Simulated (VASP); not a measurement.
# BaTiO3 (P4mm) in VASP: further runs

The runs below take BaTiO3 through single point, relaxation of cell and atoms, with PBE.

Everything below comes from runs of VASP 6.6.1. Logs are shortened: lines on timing, memory, paths and dates and some standing lists are left out, and cuts for length are marked.

### Step 1. The cell of the first run

The structure is tetragonal, space group P4mm (No. 99). The conventional cell has a = 3.888 Å, b = 3.888 Å, c = 3.897 Å, α = 90.00°, β = 90.00°, γ = 90.00°. Ba (site symmetry 4mm) has 12 O at 2.73 to 2.77 Å and 8 Ti at 3.35 to 3.39 Å within 3.6 Å. Ti (site symmetry 4mm) has 6 O at 1.89 to 2.00 Å within 2.5 Å. O (site symmetry 4mm) has 2 Ti at 1.89 to 2.00 Å within 2.5 Å. Within 2.6 Å of O (site symmetry 2mm) lie 2 Ti at 1.94 Å.

### Step 2. Single point, PBE

INCAR reads:

```
  PREC = Accurate
  ENCUT = 520
  EDIFF = 1E-6
  ISMEAR = -1
  SIGMA = 0.05
  LREAL = False
  LASPH = True
  NELM = 100
  ALGO = Normal
  ISIF = 2
  LWAVE = False
  LCHARG = False
  GGA = PE
  NBANDS = 28
```

KPOINTS reads:

```
regular mesh
0
Gamma
  4 4 4
```

POSCAR reads:

```
BaTiO3
1.0
    3.8879364025      0.0000000000      0.0000000000
    0.0000000000      3.8879364025      0.0000000000
    0.0000000000      0.0000000000      3.8967456280
Ba Ti O
1 1 3
Direct
    0.0000000000      0.0000000000      0.0057519444
    0.5000000000      0.5000000000      0.4987078278
    0.5000000000      0.5000000000      0.0130599036
    0.5000000000      0.0000000000      0.5127401621
    0.0000000000      0.5000000000      0.5127401621
```

Potentials or basis: VASP PAW PBE potentials, release 64 (Ba_sv, Ti_sv, O).

Run with:

```bash
cat potpaw_PBE.64/Ba_sv/POTCAR potpaw_PBE.64/Ti_sv/POTCAR potpaw_PBE.64/O/POTCAR > POTCAR
mpirun -np 1 vasp_std > vasp.out
```

OUTCAR:

```text
PREC = Accurate
   ENCUT = 520
   EDIFF = 1E-6
   ISMEAR = -1
   LREAL = False
   LASPH = True
   NELM = 100
   ISIF = 2
   GGA = PE

 ion  position               nearest neighbor table
   1  0.000  0.000  0.006-   4 2.73   5 2.73   5 2.73   4 2.73   3 2.75   3 2.75   3 2.75   3 2.75
                             4 2.77   5 2.77   5 2.77   4 2.77   2 3.35   2 3.35   2 3.35   2 3.35
   2  0.500  0.500  0.499-   3 1.89   4 1.94   5 1.94   4 1.94   5 1.94   3 2.00   1 3.35   1 3.35
                             1 3.35   1 3.35   1 3.39   1 3.39   1 3.39   1 3.39
   3  0.500  0.500  0.013-   2 1.89   2 2.00   1 2.75   1 2.75   1 2.75   1 2.75
   4  0.500  0.000  0.513-   2 1.94   2 1.94   1 2.73   1 2.73   1 2.77   1 2.77
   5  0.000  0.500  0.513-   2 1.94   2 1.94   1 2.73   1 2.73   1 2.77   1 2.77

  LATTYP: Found a simple tetragonal cell.
 ALAT       =     3.8879364025
 C/A-ratio  =     1.0022657844

  Lattice vectors:

 A1 = (   3.8879364025,   0.0000000000,   0.0000000000)
 A2 = (   0.0000000000,   3.8879364025,   0.0000000000)
 A3 = (   0.0000000000,   0.0000000000,   3.8967456280)

Analysis of symmetry for initial positions (statically):
=====================================================================
 Subroutine PRICEL returns:
 Original cell was already a primitive cell.

 Routine SETGRP: Setting up the symmetry group for a
 simple tetragonal supercell.

 Subroutine GETGRP returns: Found  8 space group operations
 (whereof  8 operations were pure point group operations)
 out of a pool of 16 trial point group operations.

The static configuration has the point symmetry C_4v.

Analysis of symmetry for dynamics (positions and initial velocities):
=====================================================================
 Subroutine PRICEL returns:
 Original cell was already a primitive cell.

 Routine SETGRP: Setting up the symmetry group for a
 simple tetragonal supercell.

 Subroutine GETGRP returns: Found  8 space group operations
 (whereof  8 operations were pure point group operations)
 out of a pool of 16 trial point group operations.

The dynamic configuration has the point symmetry C_4v.

 Subroutine INISYM returns: Found  8 space group operations
 (whereof  8 operations are pure point group operations),
 and found     1 'primitive' translations

----------------------------------------------------------------------------------------

                                     Primitive cell

  volume of cell :      58.9034
[... 88 lines left out ...]
   EDIFF  = 0.1E-05   stopping-criterion for ELM
   LREAL  =      F    real-space projection
   EDIFFG = 0.1E-04   stopping-criterion for IOM
   NSW    =      0    number of steps for IOM
   IBRION =     -1    ionic relax: 0-MD 1-quasi-New 2-CG
   NFREE  =      0    steps in history (QN), initial steepest desc. (CG)
   ISIF   =      2    stress and relaxation
   ISYM   =      2    0-nonsym 1-usesym 2-fastsym
   POTIM  = 0.5000    time-step for ionic-motion
   TEBEG  =    0.0;   TEEND  =   0.0 temperature during run
   PSTRESS=    0.0 pullay stress
   NELECT =      40.0000    total number of electrons
   NUPDOWN=      -1.0000    fix difference up-down
   EMIN   =  10.00;   EMAX   =-10.00  energy-range for DOS
   EFERMI =   0.00;   METHOD = LEGACY
   ISMEAR =    -1;   SIGMA  =   0.05  broadening in eV -4-tet -1-fermi 0-gaus
   EFERMI_NEDOS =   21; number of points for ismear=-14 and -15
   IALGO  =     38    algorithm
   IMIX   =      4    mixing-type and parameters
     AMIX     =   0.40;   BMIX     =  1.00
     AMIX_MAG =   1.60;   BMIX_MAG =  1.00
  volume/ion in A,a.u.               =      11.78        79.50
  Fermi-wavevector in a.u.,A,eV,Ry     =   1.438958  2.719236 28.172215  2.070599
  Thomas-Fermi vector in A             =   2.557867
   LORBIT       =      0    0 simple, 1 ext, 2 COOP (PROOUT), +10 PAW based schemes
   GGA     = PE    functional components
   LHFCALC =     F    Hartree Fock is set to
   AEXX    =    0.0000 exact exchange contribution
   IVDW    =     0    specifies the selected vdW correction
   LEPSILON=     F    determine dielectric tensor
   LRPA    =     F    only Hartree local field effects (RPA)
 non-spin polarized calculation
  energy-cutoff  :      520.00
  volume of cell :       58.90
 maximum number of plane-waves:      1622
 NGX is ok and might be reduce to    30
   NGX = 15   NGY = 15   NGZ = 15

 number of electron      40.0000011 magnetization

 Free energy of the ion-electron system (eV)
  ---------------------------------------------------
  ext. energy  EPLUGINS =         0.00000000
  ---------------------------------------------------
  free energy    TOTEN  =       -39.53899472 eV

  energy without entropy =      -39.53899472  energy(sigma->0) =      -39.53899472

 E-fermi :   5.5047     XC(G=0): -11.7129

 val. band max:        4.5314335172   @ k =   0.5000   0.5000   0.5000
 cond. band min:       6.4321672704   @ k =   0.0000   0.0000   0.0000
 fundamental gap:      1.9007337532
 Fermi energy:         5.5046628834

 k-point     1 :       0.0000    0.0000    0.0000
  band No.  band energies     occupation
      1     -51.7512      2.00000
      2     -28.0225      2.00000
      3     -28.0147      2.00000
      4     -28.0147      2.00000
      5     -20.1343      2.00000
      6     -12.5518      2.00000
[... 547 lines left out ...]
     27      13.1515      0.00000
     28      13.1789      0.00000

------------------------ aborting loop because EDIFF is reached ----------------------------------------

  FORCE on cell =-STRESS in cart. coord.  units (eV):
  Direction    XX          YY          ZZ          XY          YZ          ZX
  --------------------------------------------------------------------------------------
  -------------------------------------------------------------------------------------
  Total        8.2607573      8.2607573      8.2639619      0.0000000     -0.0000000      0.0000000
  in kB      224.6932810    224.6932810    224.7804452      0.0000000     -0.0000000      0.0000000
  external PRESSURE =     224.7223358 kB  Pullay stress =       0.0000000 kB

 VOLUME and BASIS-vectors are now :
 -----------------------------------------------------------------------------
  energy-cutoff  :      520.00
  volume of cell :       58.90
      direct lattice vectors                 reciprocal lattice vectors
     3.887936402  0.000000000  0.000000000     0.257205853  0.000000000  0.000000000
     0.000000000  3.887936402  0.000000000     0.000000000  0.257205853  0.000000000
     0.000000000  0.000000000  3.896745628     0.000000000  0.000000000  0.256624398

 POSITION                                       TOTAL-FORCE (eV/Angst)
 -----------------------------------------------------------------------------------
      0.00000      0.00000      0.02241         0.000000     -0.000000      0.018334
      1.94397      1.94397      1.94334         0.000000      0.000000      0.015638
      1.94397      1.94397      0.05089         0.000000     -0.000000     -0.018759
      1.94397      0.00000      1.99802         0.000000     -0.000000     -0.007607
      0.00000      1.94397      1.99802        -0.000000      0.000000     -0.007607
 -----------------------------------------------------------------------------------
    total drift:                                0.000000      0.000000      0.000097

  FREE ENERGIE OF THE ION-ELECTRON SYSTEM (eV)
  ---------------------------------------------------
  free  energy   TOTEN  =       -39.5389947179 eV

  energy  without entropy=      -39.5389947168  energy(sigma->0) =      -39.53899472
```

stdout:

```text
POSCAR found type information on POSCAR BaTiO
 POSCAR found :  3 types and       5 ions
 scaLAPACK will be used
 LDA part: xc-table for (Slater+PW92), standard interpolation
 POSCAR, INCAR and KPOINTS ok, starting setup
 FFT: planning ... GRIDC
 FFT: planning ... GRID_SOFT
 FFT: planning ... GRID
 WAVECAR not read
 entering main loop
```

It took 16 s on 1 thread of Intel Xeon 6975P-C (Granite Rapids), shared host; peak memory 0.18 GiB.

Results:

```
Free energy            : -39.5390 eV
Pressure               : 22.5 GPa
Largest force          : 0.019 eV/Å
Band gap on the k mesh : 1.90 eV, indirect (least direct gap 2.00 eV)
```

Forces in eV/Å, atoms in the order of the input:
```
Ba   0.000  0.000  0.018
Ti   0.000  0.000  0.016
O    0.000  0.000 -0.019
O    0.000  0.000 -0.008
O    0.000  0.000 -0.008
```

Levels at points of the mesh, in eV from the valence-band top:
```
           k point  band 16  band 17  band 18  band 19  band 20  band 21  band 22  band 23  band 24  band 25
(0.00, 0.00, 0.00)    -1.27    -1.25    -0.10    -0.10    -0.10     1.90     1.97     1.97     4.51     4.52
(0.50, 0.00, 0.00)    -2.09    -1.94    -1.89    -0.77    -0.74     2.16     3.92     3.93     4.54     6.75
(0.50, 0.50, 0.00)    -3.03    -1.68    -0.83    -0.83    -0.10     3.94     3.94     4.38     5.45     8.32
(0.00, 0.00, 0.50)    -2.05    -1.95    -1.95    -0.70    -0.70     2.10     3.93     3.93     4.53     6.79
(0.50, 0.00, 0.50)    -3.01    -1.67    -0.82    -0.82    -0.13     3.93     3.94     4.37     5.50     8.31
(0.50, 0.50, 0.50)    -2.35    -2.35    -0.03    -0.03     0.00     4.69     4.69     4.70     7.08     7.11
```

Caveat: spin-orbit coupling is left out, which moves the levels of the heavy elements. A k mesh can miss the band edges.

### Step 3. Single point, PBE

This run uses another cell than the first one, of 12.37 Å³/atom, 1.050 times its volume.

INCAR reads:

```
ALGO     = Normal         # electronic algorithm
EDIFF    = 1E-7           # SCF threshold, eV
ENCUT    = 520            # plane-wave cutoff, eV
GGA      = PE             # functional
ISIF     = 2              # what is computed and relaxed
ISMEAR   = -1             # smearing method
LASPH    = T              # aspherical terms in the spheres
LCHARG   = F              # write CHGCAR
LREAL    = F              # projectors in reciprocal space
LWAVE    = F              # write WAVECAR
NBANDS   = 28             # bands
NELM     = 60             # most SCF steps
PREC     = Accurate       # precision mode
SIGMA    = 0.05           # smearing width, eV
```

KPOINTS reads:

```
k-points
0
Gamma
  4 4 4
```

POSCAR reads:

```
BaTiO3
1.0
    3.9380797910      0.0000000000      0.0000000000
    0.0000000000      3.9380797910      0.0000000000
    0.0000000000      0.0000000000      3.9895007299
Ba Ti O
1 1 3
Direct
    0.0000000000      0.0000000000      0.0010678463
    0.5000000000      0.5000000000      0.4871112506
    0.5000000000      0.5000000000      0.0219518639
    0.5000000000      0.0000000000      0.5164345196
    0.0000000000      0.5000000000      0.5164345196
```

Potentials or basis: VASP PAW PBE potentials, release 64 (Ba_sv, Ti_sv, O).

Run with:

```bash
cat potpaw_PBE.64/Ba_sv/POTCAR potpaw_PBE.64/Ti_sv/POTCAR potpaw_PBE.64/O/POTCAR > POTCAR
mpirun -np 1 vasp_std > vasp.out
```

Wall time 18 s (1 thread of Intel Xeon 6975P-C (Granite Rapids), shared host); peak memory 0.18 GiB.

Results (log left out):

* Free energy: -39.8534 eV
* Pressure: 12.0 GPa
* Largest force: 0.050 eV/Å
* Band gap on the k mesh: 1.85 eV, indirect (least direct gap 2.16 eV)

Forces in eV/Å, atoms in the order of the input:
```
Ba   0.000  0.000  0.031
Ti   0.000  0.000  0.044
O    0.000  0.000 -0.050
O    0.000  0.000 -0.012
O    0.000  0.000 -0.012
```

Stress tensor (GPa, compression positive):
```
12.01  0.00  0.00
 0.00 12.01  0.00
 0.00  0.00 12.10
```

Levels at points of the mesh, in eV from the valence-band top:
```
           k point  band 17  band 18  band 19  band 20  band 21  band 22  band 23  band 24
(0.00, 0.00, 0.00)    -1.24    -0.35    -0.31    -0.31     1.85     2.12     2.12     4.26
(0.50, 0.00, 0.00)    -1.92    -1.78    -1.04    -0.90     2.27     3.69     3.74     4.30
(0.50, 0.50, 0.00)    -1.78    -0.97    -0.97    -0.09     3.75     3.75     4.15     4.93
(0.00, 0.00, 0.50)    -2.00    -2.00    -0.71    -0.71     2.01     3.71     3.71     4.26
(0.50, 0.00, 0.50)    -1.73    -0.93    -0.91    -0.23     3.72     3.73     4.10     5.15
(0.50, 0.50, 0.50)    -2.44    -0.14    -0.14     0.00     4.38     4.38     4.41     6.68
```

Caveat: spin-orbit coupling is left out, which moves the levels of the heavy elements. A k mesh can miss the band edges.

### Step 4. Relaxation of cell and atoms, PBE

This run uses another cell than the first one, of 12.86 Å³/atom, 1.091 times its volume.

INCAR reads:

```
SYSTEM = BaTiO3
PREC = Accurate ; ENCUT = 600
EDIFF = 1E-6 ; ISMEAR = -1
SIGMA = 0.05 ; LREAL = .FALSE.
LASPH = .TRUE. ; NELM = 80
ALGO = Normal ; ISIF = 3
LWAVE = .FALSE. ; LCHARG = .FALSE.
GGA = PE ; IBRION = 2
NSW = 80 ; EDIFFG = -0.01
```

KPOINTS reads:

```
regular mesh
0
G
  4 4 4
  0 0 0
```

POSCAR reads:

```
BaTiO3
1.0
    3.9998000000      0.0000000000      0.0000000000
    0.0000000000      3.9998000000      0.0000000000
    0.0000000000      0.0000000000      4.0180000000
Ba Ti O
1 1 3
Direct
    0.0000000000      0.0000000000      0.0000000000
    0.5000000000      0.5000000000      0.4900000000
    0.5000000000      0.5000000000      0.0190000000
    0.5000000000      0.0000000000      0.5170000000
    0.0000000000      0.5000000000      0.5170000000
```

Run with:

```bash
cat potpaw_PBE.64/Ba_sv/POTCAR potpaw_PBE.64/Ti_sv/POTCAR potpaw_PBE.64/O/POTCAR > POTCAR
mpirun -np 1 vasp_std > vasp.out
```

Run time: 2.2 min. Hardware: 1 thread of Intel Xeon 6975P-C (Granite Rapids), shared host; peak memory 0.21 GiB.

Results (log left out):

* Free energy: -40.0436 eV
* Relaxed volume: 13.51 Å³/atom
* Relaxed cell: a = 3.992 Å, b = 3.992 Å, c = 4.238 Å, α = 90.00°, β = 90.00°, γ = 90.00°
* Space group after relaxing (to 0.05 Å): P4mm (No. 99)
* Energy gained by relaxing: 12.9 meV/atom
* Ionic steps: 19
* Pressure after relaxing: 0.0 GPa
* Largest force after relaxing: 0.009 eV/Å
* Band gap on the k mesh: 1.77 eV, indirect (least direct gap 2.36 eV)

Forces on the atoms (eV/Å):
```
Ba   0.000  0.000 -0.009
Ti   0.000  0.000 -0.002
O    0.000  0.000  0.009
O    0.000  0.000  0.001
O    0.000  0.000  0.001
```

Step by step:
| step | energy change (eV) | largest force (eV/Å) | pressure (GPa) | volume (Å³) |
| --- | --- | --- | --- | --- |
| 1 | 0.0000 | 0.3093 | 4.08 | 64.28 |
| 2 | -0.0164 | 0.4917 | -3.11 | 67.37 |
| 3 | -0.0259 | 0.4134 | -0.56 | 66.17 |
| 4 | -0.0388 | 0.2455 | -0.25 | 66.31 |
| 5 | -0.0459 | 0.1129 | 0.39 | 66.49 |
| 6 | -0.0544 | 0.1311 | 0.05 | 66.88 |
| 7 | -0.0586 | 0.2104 | -0.37 | 67.77 |
| 8 | -0.0593 | 0.1888 | -0.32 | 67.55 |
| 9 | -0.0621 | 0.1251 | 0.20 | 67.27 |
| 10 | -0.0624 | 0.0933 | 0.45 | 67.13 |
| 11 | -0.0641 | 0.0664 | 0.07 | 67.34 |
| 12 | -0.0643 | 0.0733 | -0.08 | 67.44 |
| 13 | -0.0643 | 0.0488 | 0.16 | 67.39 |
| 14 | -0.0644 | 0.0135 | 0.06 | 67.41 |
| 15 | -0.0645 | 0.0051 | 0.02 | 67.45 |
| 16 | -0.0645 | 0.0149 | -0.02 | 67.50 |
| 17 | -0.0646 | 0.0131 | 0.03 | 67.49 |
| 18 | -0.0646 | 0.0111 | 0.08 | 67.49 |
| 19 | -0.0646 | 0.0092 | 0.02 | 67.54 |

Final structure:
```
Ba Ti O
1.0
     3.99243    0.00000    0.00000
     0.00000    3.99243    0.00000
     0.00000    0.00000    4.23756
Ba Ti O
1 1 3
Direct
  0.00000 0.00000 0.98970
  0.50000 0.50000 0.47053
  0.50000 0.50000 0.04259
  0.50000 0.00000 0.52009
  0.00000 0.50000 0.52009
```

Levels at points of the mesh, in eV from the valence-band top:
```csv
k point,band 17,band 18,band 19,band 20,band 21,band 22,band 23,band 24
"(0.00, 0.00, 0.00)",-1.34,-1.01,-0.59,-0.59,1.77,2.44,2.44,3.95
"(0.50, 0.00, 0.00)",-1.98,-1.72,-1.64,-1.40,2.51,3.37,3.48,4.02
"(0.50, 0.50, 0.00)",-2.08,-1.19,-1.19,-0.06,3.52,3.52,3.85,3.97
"(0.00, 0.00, 0.50)",-2.08,-1.99,-0.75,-0.75,1.88,3.37,3.37,3.95
"(0.50, 0.00, 0.50)",-1.88,-1.22,-1.12,-0.57,3.39,3.42,3.64,4.70
"(0.50, 0.50, 0.50)",-2.66,-0.50,-0.50,0.00,3.87,3.87,4.00,5.82
```

Caveat: spin-orbit coupling is left out, which moves the levels of the heavy elements.

### Step 5. The runs side by side

```tsv
task	cell	cutoff (eV)	gap on the mesh (eV)	pressure (GPa)	largest force (eV/Å)
single point	a = 3.888, b = 3.888, c = 3.897 Å, 5 atoms	520	1.90	22.5	0.02
single point	a = 3.938, b = 3.938, c = 3.990 Å, 5 atoms	520	1.85	12.0	0.05
relaxation of cell and atoms	relaxed from a = 4.000, b = 4.000, c = 4.018 Å, 5 atoms	600	1.77	0.0	0.01
```

Alike in all rows: level PBE; potentials or basis VASP PAW PBE potentials, release 64 (Ba_sv, Ti_sv, O); no spin polarisation; k mesh 4 × 4 × 4; smearing fermi-dirac 0.05 eV.

Caveats: spin-orbit coupling is left out, which moves the levels of the heavy elements.

Absolute energies hang on the potentials; compare differences alone.
